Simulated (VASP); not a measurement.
Be2C, 3 atoms in the cell. Symmetry: Fm-3m, No. 225, cubic system. Conventional cell: a = 4.311 Å, b = 4.311 Å, c = 4.311 Å, α = 90.00°, β = 90.00°, γ = 90.00°. C (site symmetry m-3m) has 8 Be at 1.87 Å within 2.5 Å. Be (site symmetry -43m) has 4 C at 1.87 Å and 6 Be at 2.16 Å within 2.5 Å. 

```yaml
Program: VASP 6.6.1
Task: single point
Functional: r2SCAN
Potentials_or_basis: VASP PAW PBE potentials, release 64 (C, Be)
Cutoff: 660 eV
k_mesh: 10 × 10 × 10
Occupations: fermi-dirac, width 0.05 eV
Spin: no spin polarisation
Dipole_correction: no
Further_INCAR_settings: ALGO = Normal; EDIFF = 1e-06; NBANDS = 11
```

Potentials or basis: VASP PAW PBE potentials, release 64 (C, Be).

Launch:

```bash
$ cat potpaw_PBE.64/C/POTCAR potpaw_PBE.64/Be/POTCAR > POTCAR
$ cp INCAR.step1 INCAR
$ mpirun -np 1 vasp_std > vasp.out
$ cp INCAR.step2 INCAR
$ mpirun -np 1 vasp_std > vasp.out
```

Hardware: 1 thread of AMD EPYC 9R45 96-Core Processor (Zen 5), with other jobs on the host.

Question: Estimate the wall time of this run.

Answer: Run time: 40 s on 1 thread of AMD EPYC 9R45 96-Core Processor (Zen 5), on a shared host, peak memory 0.13 GiB. Counts: k points 47.
